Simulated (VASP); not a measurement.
## YbNbS2: single point with RPBE

YbNbS2:

```
Nb Yb S
1.0
     1.75175    3.03411    0.00000
    -1.75175    3.03411    0.00000
    -1.75175    1.01137    6.92821
Nb Yb S
1 1 2
Direct
  0.00000 0.00000 0.00000
  0.50000 0.00000 0.50000
  0.27400 0.45200 0.82200
  0.72600 0.54800 0.17800
```

```yaml
Program: VASP 6.6.1
Task: single point
Functional: RPBE
Potentials_or_basis: VASP PAW PBE potentials, release 64 (Nb_sv, Yb, S)
Cutoff: 520 eV
k_mesh: 6 × 6 × 6
Occupations: fermi-dirac, width 0.042 eV
Spin: no spin polarisation
```

The pressure is 17.2 GPa. The largest force is 4.305 eV/Å.

Forces on the atoms (eV/Å):
```
Nb   0.000  0.000  0.000
Yb   0.000  0.000  0.000
S    0.000  0.000 -4.305
S    0.000  0.000  4.305
```

Stress tensor (GPa, compression positive):
```
19.96  0.00  0.00
 0.00 19.96  0.00
 0.00  0.00 11.63
```

Levels at points of the mesh, in eV from the Fermi level:
| k point | band 22 | band 23 | band 24 | band 25 | band 26 | band 27 |
| --- | --- | --- | --- | --- | --- | --- |
| (0.00, 0.00, 0.00) | -0.61 | -0.61 | -0.54 | -0.54 | -0.54 | 1.25 |
| (0.50, 0.00, 0.00) | -0.57 | -0.57 | -0.46 | -0.27 | 0.67 | 0.94 |
| (0.00, 0.50, 0.00) | -0.57 | -0.55 | -0.55 | 0.60 | 0.83 | 0.94 |
| (0.00, 0.00, 0.50) | -0.64 | -0.64 | -0.55 | -0.55 | -0.54 | 0.64 |

It took 3.9 min on 1 thread of Intel(R) Xeon(R) 6975P-C (Granite Rapids) (shared host), peak memory 0.25 GiB.

Caveat: the PAW data sets were made with another functional, which shifts forces and pressure a little; spin-orbit coupling is left out, which moves the levels of the heavy elements; without U or exact exchange the open f shell lies at the Fermi level, which spoils levels, moments and volumes. With open d or f shells a metallic result of RPBE can be an artefact of self-interaction; +U or a hybrid may open a gap.
